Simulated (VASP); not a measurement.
The system is C.

```
CELL_PARAMETERS angstrom
0.00000 1.75927 1.75927
1.75927 0.00000 1.75927
1.75927 1.75927 0.00000
ATOMIC_POSITIONS crystal
C 0.75000 0.75000 0.75000
C 0.50000 0.50000 0.50000
```

Base run:

- Program: VASP 6.6.1
- Functional: r2SCAN
- Dispersion: D4
- Potentials or basis: VASP PAW PBE potentials, release 64 (C_h)
- Cutoff: 1430 eV
- k mesh: 13 × 13 × 13
- Occupations: fermi-dirac, width 0.05 eV
- Spin: no spin polarisation

Its results: band gap on the k mesh 4.46 eV (least direct gap 6.00 eV); pressure 14.1 GPa.

The run is repeated on the same cell with these changes: dispersion from D4 to D3(BJ). What comes out?

Band gap on the k mesh 4.46 eV (least direct gap 6.00 eV); pressure 13.5 GPa.

Caveats: the cell stands under pressure; the PAW data sets were made with another functional, which shifts forces and pressure a little; an odd mesh through Γ misses points on the zone boundary, where band edges can lie.
